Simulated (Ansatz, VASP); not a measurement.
Pd in VASP and in Ansatz

Contents of INCAR:

```
SYSTEM = Pd
PREC     = Accurate       ! precision mode
ENCUT    = 520            ! plane-wave cutoff, eV
EDIFF    = 1E-6           ! SCF threshold, eV
ISMEAR   = -1             ! smearing method
SIGMA    = 0.05           ! smearing width, eV
LREAL    = .FALSE.        ! projectors in reciprocal space
LASPH    = .TRUE.         ! aspherical terms in the spheres
NELM     = 150            ! most SCF steps
ALGO     = Normal         ! electronic algorithm
ISIF     = 2              ! what is computed and relaxed
LWAVE    = .FALSE.        ! write WAVECAR
LCHARG   = .TRUE.         ! write CHGCAR
ISPIN    = 2              ! spin polarisation
MAGMOM   = 0.349 0.349    ! initial moments
LORBIT   = 11             ! projections on sites
LMAXMIX  = 4              ! l up to which the mixer works
GGA      = RE             ! functional
LELF     = .TRUE.         ! ELF
LVHAR    = .TRUE.       
NBANDS   = 21             ! bands
```

Contents of KPOINTS:

```
Automatic mesh
0
G
  15 15 8
  0 0 0
```

The input POSCAR:

```
Pd
1.0
    2.8228532215      0.0000000000      0.0000000000
   -1.4114266107      2.4446626009      0.0000000000
    0.0000000000      0.0000000000      4.7405427996
Pd
2
Direct
    0.3333333333      0.6666666667      0.2500000000
    0.6666666667      0.3333333333      0.7500000000
```

Input for Ansatz:

```yaml
crystal:
  lattice:
    - [2.8228532215, 0.0, 0.0]
    - [-1.4114266107, 2.4446626009, 0.0]
    - [0.0, 0.0, 4.7405427996]
  atoms:
    - { symbol: Pd, position: [0.3333333333, 0.6666666667, 0.25], spin: 0.349 }
    - { symbol: Pd, position: [0.6666666667, 0.3333333333, 0.75], spin: 0.349 }
hamiltonian:
  xc: revpbe
  pseudopotentials:
    kind: paw
    azcp:
      Pd: "pseudopotentials/Pd.paw.azcp"
basis:
  ecutwfc: 420
  fft_grid_basis: typed
kpoints:
  mp_grid: { grid: [15, 15, 8], shift: [0, 0, 0] }
magnetization:
  spin_polarized: true
scf:
  occupations: { method: fermi_dirac, width: 0.05 }
  lower_state_search: "off"
output:
  stress: true
  write_density: true
  write_potential: true
  elf: true
  volumetric_format: npy
```

Alike in both runs: task single point; functional revPBE; k mesh 15 × 15 × 8; occupations fermi-dirac, width 0.05 eV; collinear spin.

```csv
,VASP,Ansatz
version,VASP 6.6.1,Ansatz 0.2.0
potentials or method,"VASP PAW PBE potentials, release 64 (Pd), cutoff 520 eV","plane waves (420 eV) with PAW, scalar-relativistic"
valence electrons in the cell,20,36
```

Ansatz gave:

| Property | Result |
| --- | --- |
| pressure (GPa) | -5.1 |
| traceless stress, the component that is largest in VASP (GPa) | -0.70 |
| net moment per atom (μB) | 0.37 |
| size of the moment on the site where the two differ most (μB) | 0.38 |

Problem. Which values does VASP return?

Solution. Pressure (GPa): -5.3; traceless stress, the component that is largest in VASP (GPa): -0.74; net moment per atom (μB): 0.37; size of the moment on the site where the two differ most (μB): 0.37.

VASP's potentials were made for PBE, not for revPBE. Site moments also hang on the region over which each program counts them. VASP's potentials hold 20 valence electrons a cell and Ansatz's 36, so a difference there can come from the potentials and not from the codes.
